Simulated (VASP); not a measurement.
Here is a VASP 6.6.1 calculation.

Contents of INCAR:

```
SYSTEM = In
ALGO     = Normal         ! electronic algorithm
EDIFF    = 1E-7           ! SCF threshold, eV
EDIFFG   = -0.01          ! ionic threshold
ENCUT    = 600            ! plane-wave cutoff, eV
GGA      = PE             ! functional
IBRION   = 2              ! ionic algorithm
ISIF     = 3              ! what is computed and relaxed
ISMEAR   = -1             ! smearing method
LASPH    = .True.         ! aspherical terms in the spheres
LCHARG   = .False.        ! write CHGCAR
LREAL    = .False.        ! projectors in reciprocal space
LWAVE    = .False.        ! write WAVECAR
NELM     = 60             ! most SCF steps
NSW      = 80             ! ionic steps
PREC     = Accurate       ! precision mode
SIGMA    = 0.1            ! smearing width, eV
```

The input KPOINTS:

```
k-points
0
Gamma
  12 12 12
  0 0 0
```

Contents of POSCAR:

```
In
1.0
   -1.8696844469      1.8696844469      1.8696844469
    1.8696844469     -1.8696844469      1.8696844469
    1.8696844469      1.8696844469     -1.8696844469
In
1
Direct
    0.0000000000      0.0000000000      0.0000000000
```

Potentials or basis: VASP PAW PBE potentials, release 64 (In_d).

Launch:

```console
$ cat potpaw_PBE.64/In_d/POTCAR > POTCAR
$ mpirun -np 1 vasp_std > vasp.out
```

What does it give for the relaxed cell?

a = 3.306 Å, b = 3.306 Å, c = 3.306 Å, α = 109.47°, β = 109.47°, γ = 109.47°.

Predict the relaxed volume.

27.82 Å³/atom.

Final structure:
```yaml
crystal:
  lattice:
    - [-1.90891, 1.90891, 1.90891]
    - [1.90891, -1.90891, 1.90891]
    - [1.90891, 1.90891, -1.90891]
  atoms:
    - { symbol: In, position: [0.00000, 0.00000, 0.00000] }
```
